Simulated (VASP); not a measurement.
A run of VASP 6.6.1 is set up as follows.

File INCAR:

```
PREC = Accurate
ENCUT = 600
EDIFF = 1E-7
ISMEAR = 0
SIGMA = 0.1
LREAL = False
LASPH = True
NELM = 100
ALGO = Normal
ISIF = 3
LWAVE = False
LCHARG = False
IBRION = 2
NSW = 70
EDIFFG = -0.005
```

File KPOINTS:

```
Automatic mesh
0
Gamma
  6 6 8
```

Contents of POSCAR:

```
RbAu5
1.0
    5.9364900040      0.0000000000      0.0000000000
   -2.9682450020      5.1411511528      0.0000000000
    0.0000000000      0.0000000000      4.4794449451
Rb Au
1 5
Direct
    0.0000000000      0.0000000000      0.0000000000
    0.3333333333      0.6666666667      0.0000000000
    0.6666666667      0.3333333333      0.0000000000
    0.5000000000      0.0000000000      0.5000000000
    0.5000000000      0.5000000000      0.5000000000
    0.0000000000      0.5000000000      0.5000000000
```

Potentials or basis: VASP PAW LDA potentials, release 64 (Rb_sv, Au).

Command:

```sh
$ cat potpaw_LDA.64/Rb_sv/POTCAR potpaw_LDA.64/Au/POTCAR > POTCAR
$ mpirun -np 1 vasp_std > vasp.out
```

(1) Estimate the band gap on the k mesh.

(2) Predict the relaxed volume.

Answers

(1) zero (band 32 reaches 7.61 eV, above the bottom of band 33 at 5.65 eV).

(2) 20.64 Å³/atom.

Caveat: spin-orbit coupling is left out, which moves the levels of the heavy elements.
